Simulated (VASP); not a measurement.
Input of a VASP 6.6.1 run:

INCAR

```
SYSTEM = NaHF2
ALGO = Normal
EDIFF = 1E-6
ENCUT = 520
GGA = PS
ISIF = 2
ISMEAR = 0
LASPH = .True.
LCHARG = .False.
LREAL = .False.
LWAVE = .False.
NBANDS = 19
NELM = 80
PREC = Accurate
SIGMA = 0.01
```

KPOINTS

```
k-points
0
Gamma
  8 8 8
  0 0 0
```

POSCAR

```
NaHF2
1.0
    1.7390891650      1.0040635975      4.5544096630
   -1.7390891650      1.0040635975      4.5544096630
    0.0000000000     -2.0081271951      4.5544096630
Na H F
1 1 2
Direct
    0.0000000000      0.0000000000      0.0000000000
    0.5000000000      0.5000000000      0.5000000000
    0.4164741639      0.4164741639      0.4164741639
    0.5835258361      0.5835258361      0.5835258361
```

Potentials or basis: VASP PAW PBE potentials, release 64 (Na_pv, H, F).

Run with:

```sh
$ cat potpaw_PBE.64/Na_pv/POTCAR potpaw_PBE.64/H/POTCAR potpaw_PBE.64/F/POTCAR > POTCAR
$ mpirun -np 1 vasp_std > vasp.out
```

(1) Estimate the pressure.

(2) What does it give for the largest force?

## Answers

(1) 0.2 GPa.

(2) 0.056 eV/Å.

Caveat: the cell differs from its parent crystal (z stretched by -0.5 %, x and y held); the PAW data sets were made with another functional, which shifts forces and pressure a little.
